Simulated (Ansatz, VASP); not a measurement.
## MgO: VASP beside Ansatz

INCAR

```
PREC = Accurate ; ENCUT = 600
EDIFF = 1E-6 ; ISMEAR = -1
SIGMA = 0.05 ; LREAL = F
LASPH = T ; NELM = 80
ALGO = Normal ; ISIF = 3
LWAVE = F ; LCHARG = F
GGA = RP ; IBRION = 2
NSW = 80 ; EDIFFG = -0.02
```

The input KPOINTS:

```
Automatic mesh
0
Gamma
  11 11 11
```

POSCAR

```
MgO
1.0
    0.0000000000      2.0970013927      2.0970013927
    2.0970013927      0.0000000000      2.0970013927
    2.0970013927      2.0970013927      0.0000000000
Mg O
1 1
Direct
    0.0000000000      0.0000000000      0.0000000000
    0.5000000000      0.5000000000      0.5000000000
```

The input input.yaml:

```yaml
crystal:
  lattice:
    - [0.0, 2.0970013927, 2.0970013927]
    - [2.0970013927, 0.0, 2.0970013927]
    - [2.0970013927, 2.0970013927, 0.0]
  atoms:
    - { symbol: Mg, position: [0.0, 0.0, 0.0] }
    - { symbol: O, position: [0.5, 0.5, 0.5] }
kpoints:
  mp_grid: { grid: [11, 11, 11] }
scf:
  occupations: { method: fermi_dirac, width: 0.05 }
hamiltonian:
  xc: rpbe
  pseudopotentials: { kind: all_electron, lapw: { basis_error: 0.001 } }
output:
  forces: true
  stress: true
relax:
  f_tol: 0.02
  max_steps: 60
  cell: {}
```

Alike in both runs: task relaxation of cell and atoms; functional RPBE; k mesh 11 × 11 × 11; occupations fermi-dirac, width 0.05 eV; no spin polarisation.

```csv
,VASP,Ansatz
version,VASP 6.6.1,Ansatz 0.2.0
potentials or method,"VASP PAW PBE potentials, release 64 (Mg, O), cutoff 600 eV","all-electron LAPW, scalar-relativistic"
```

Ansatz gave:

```
relaxed volume (Å³/atom)                                     : 9.93
relaxed cell length with the largest relative difference (Å) : 3.039
```

What did VASP give for the same quantities?

Relaxed volume (Å³/atom): 9.85; relaxed cell length with the largest relative difference (Å): 3.032.

VASP's potentials were made for PBE, not for RPBE. Ansatz ran all-electron here, and VASP with PAW potentials.
